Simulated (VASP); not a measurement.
Input of a VASP 6.6.1 run:

The input INCAR:

```
SYSTEM = HfN
PREC = Accurate
ENCUT = 600
EDIFF = 1E-6
ISMEAR = 0
SIGMA = 0.15
LREAL = .FALSE.
LASPH = .TRUE.
NELM = 120
ALGO = Normal
ISIF = 2
LWAVE = .FALSE.
LCHARG = .TRUE.
GGA = PS
LELF = .TRUE.
LVHAR = .TRUE.
NBANDS = 14
GGA_COMPAT = .FALSE.
```

File KPOINTS:

```
Automatic mesh
0
G
  22 22 22
  0 0 0
```

File POSCAR:

```
HfN
1.0
    0.0000000000      2.1382369700      2.3070451518
    2.1382369700      0.0000000000      2.3070451518
    2.1382369700      2.1382369700      0.0000000000
Hf N
1 1
Direct
    0.0000000000      0.0000000000      0.0000000000
    0.5000000000      0.5000000000      0.5000000000
```

Potentials or basis: VASP PAW PBE potentials, release 64 (Hf_pv, N).

Launch:

```bash
$ cat potpaw_PBE.64/Hf_pv/POTCAR potpaw_PBE.64/N/POTCAR > POTCAR
$ mpirun -np 1 vasp_std > vasp.out
```

(1) Estimate the band gap on the k mesh.

(2) What does it give for the pressure?

## Answers

(1) zero (an odd number of electrons rules out a gap without spin polarisation).

(2) 28.4 GPa.

Caveat: the cell differs from its parent crystal (strain -0.050 along x and y, +0.025 along z); the stress differs along the axes, from -6 to 46 GPa; the PAW data sets were made with another functional, which shifts forces and pressure a little; spin-orbit coupling is left out, which moves the levels of the heavy elements.
